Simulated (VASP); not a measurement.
## Sc: single point with PBEsol

The system is Sc.

```
Sc
1.0
     3.44080    0.00000    0.00000
    -1.72040    2.97982    0.00000
     0.00000    0.00000    4.87910
Sc
2
Direct
  0.33333 0.66667 0.25000
  0.66667 0.33333 0.75000
```

```
Program             : VASP 6.6.1
Task                : single point
Functional          : PBEsol
Potentials or basis : VASP PAW PBE potentials, release 64 (Sc_sv)
Cutoff              : 520 eV
k mesh              : 15 × 15 × 10
Occupations         : gaussian, width 0.15 eV
Spin                : no spin polarisation
```

```yaml
Pressure: -2.9 GPa
Band_gap_on_the_k_mesh: zero (bands 11 and 12 overlap by 1.87 eV)
```

Stress tensor (GPa, compression positive):
```
-5.09  0.00  0.00
 0.00 -5.09  0.00
 0.00  0.00  1.47
```

Levels at points of the mesh, in eV from the Fermi level:
```csv
k point,band 8,band 9,band 10,band 11,band 12,band 13
"(0.00, 0.00, 0.00)",-27.68,-5.06,-1.47,1.36,1.48,1.48
"(0.00, 0.00, 0.50)",-27.80,-3.33,-3.33,1.25,1.25,1.25
```

Wall time 3.9 min on 1 thread of Intel Xeon 8259CL, with other jobs on the host, peak memory 0.25 GiB.

Caveat: the stress differs along the axes, from -5 to 1 GPa; the PAW data sets were made with another functional, which shifts forces and pressure a little.
